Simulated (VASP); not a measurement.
Input of a VASP 6.6.1 run:

The input INCAR:

```
SYSTEM = Sc3BP2
PREC = Accurate ; ENCUT = 600
EDIFF = 1E-7 ; ISMEAR = 0
SIGMA = 0.1 ; LREAL = .False.
LASPH = .True. ; NELM = 60
ALGO = Normal ; ISIF = 3
LWAVE = .False. ; LCHARG = .False.
GGA = PE ; IBRION = 2
NSW = 90 ; EDIFFG = -0.04
```

File KPOINTS:

```
Automatic mesh
0
Gamma
  3 3 6
  0 0 0
```

Contents of POSCAR:

```
Sc3BP2
1.0
    5.7953236600      0.0000000000      0.0000000000
   -2.8976618300      5.0188975100      0.0000000000
    0.0000000000      0.0000000000      3.3975193100
Sc B P
3 1 2
Direct
    0.0000000000      0.5000000000      0.0000000000
    0.5000000000      0.5000000000      0.0000000000
    0.5000000000      0.0000000000      0.0000000000
    0.0000000000      0.0000000000      0.5000000000
    0.6666666700      0.3333333300      0.5000000000
    0.3333333300      0.6666666700      0.5000000000
```

Potentials or basis: VASP PAW PBE potentials, release 64 (Sc_sv, B, P).

Run with:

```console
$ cat potpaw_PBE.64/Sc_sv/POTCAR potpaw_PBE.64/B/POTCAR potpaw_PBE.64/P/POTCAR > POTCAR
$ mpirun -np 1 vasp_std > vasp.out
```

Question: Estimate the space group after relaxing (to 0.05 Å).

Answer: P6/mmm (No. 191).

Question: What does it give for the band gap on the k mesh?

Answer: Zero (band 23 reaches 4.33 eV, above the bottom of band 24 at 3.54 eV).

Question: Predict the relaxed cell.

Answer: a = 6.538 Å, b = 6.538 Å, c = 3.527 Å, α = 90.00°, β = 90.00°, γ = 120.00°.

Stress tensor (GPa, compression positive):
```
0.19 0.00 0.00
0.00 0.19 0.00
0.00 0.00 0.08
```

Caveat: the k points lie up to 0.37 Å⁻¹ apart in the final cell.
